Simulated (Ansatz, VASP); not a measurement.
**One calculation of NaH, two programs**

Contents of INCAR:

```
  PREC = Accurate
  ENCUT = 520
  EDIFF = 1E-7
  ISMEAR = 0
  SIGMA = 0.05
  LREAL = F
  LASPH = T
  NELM = 60
  ALGO = Normal
  ISIF = 2
  LWAVE = F
  LCHARG = F
  GGA = PE
  NBANDS = 11
```

KPOINTS

```
Automatic mesh
0
Gamma
  8 8 8
```

The input POSCAR:

```
NaH
1.0
    0.0000000000      2.3180000000      2.3790000000
    2.3180000000      0.0000000000      2.3790000000
    2.3180000000      2.3180000000      0.0000000000
Na H
1 1
Direct
    0.0000000000      0.0000000000      0.0000000000
    0.5000000000      0.5000000000      0.5000000000
```

Input for Ansatz:

```yaml
crystal:
  lattice:
    - [0.0, 2.318, 2.379]
    - [2.318, 0.0, 2.379]
    - [2.318, 2.318, 0.0]
  atoms:
    - { symbol: Na, position: [0.0, 0.0, 0.0] }
    - { symbol: H, position: [0.5, 0.5, 0.5] }
basis:
  ecutwfc: 420
kpoints:
  mp_grid: { grid: [8, 8, 8] }
hamiltonian:
  xc: pbe
scf:
  occupations: { method: gaussian, width: 0.05 }
output:
  forces: true
  stress: true
  eigenvalues: true
```

Change from the starting cell: strain -0.050 along x and y, -0.025 along z, atoms carried along.

Alike in both runs: task single point; functional PBE; k mesh 8 × 8 × 8; occupations gaussian, width 0.05 eV; no spin polarisation.

```csv
,VASP,Ansatz
version,VASP 6.6.1,Ansatz 0.2.0
potentials or method,"VASP PAW PBE potentials, release 64 (Na_pv, H), cutoff 520 eV","scalar-relativistic, plane waves, PAW"
valence electrons in the cell,8,10
```

Ansatz gave:

| Item | Value |
| --- | --- |
| gap on the k mesh at the Fermi level (eV) | 3.91 |
| least direct gap on the mesh (eV) | 4.84 |
| pressure (GPa) | 2.8 |
| traceless stress, the component that is largest in VASP (GPa) | -0.81 |

What did VASP give for the same quantities?

gap on the k mesh at the Fermi level (eV): 3.91; least direct gap on the mesh (eV): 4.83; pressure (GPa): 2.8; traceless stress, the component that is largest in VASP (GPa): -0.81.

VASP's potentials hold 8 valence electrons a cell and Ansatz's 10, so a difference there can come from the potentials and not from the codes.
